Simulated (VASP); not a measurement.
Here is a VASP 6.6.1 calculation.

The input INCAR:

```
PREC = Accurate
ENCUT = 520
EDIFF = 1E-6
ISMEAR = -1
SIGMA = 0.08
LREAL = F
LASPH = T
NELM = 60
ALGO = Normal
ISIF = 2
LWAVE = F
LCHARG = F
GGA = PE
NBANDS = 17
```

Contents of KPOINTS:

```
Automatic mesh
0
Gamma
  11 11 6
```

The input POSCAR:

```
Sr
1.0
    4.2409655759      0.0000000000      0.0000000000
   -2.1204827880      3.6727839253      0.0000000000
    0.0000000000      0.0000000000      6.9517098444
Sr
2
Direct
    0.3333333333      0.6666666667      0.2500000000
    0.6666666667      0.3333333333      0.7500000000
```

Potentials or basis: VASP PAW PBE potentials, release 64 (Sr_sv).

Run with:

```bash
$ cat potpaw_PBE.64/Sr_sv/POTCAR > POTCAR
$ mpirun -np 1 vasp_std > vasp.out
```

(1) Estimate the band gap on the k mesh.

(2) What does it give for the pressure?

Results:

(1) zero (band 10 reaches 1.75 eV, above the bottom of band 11 at 1.65 eV).

(2) 0.3 GPa.
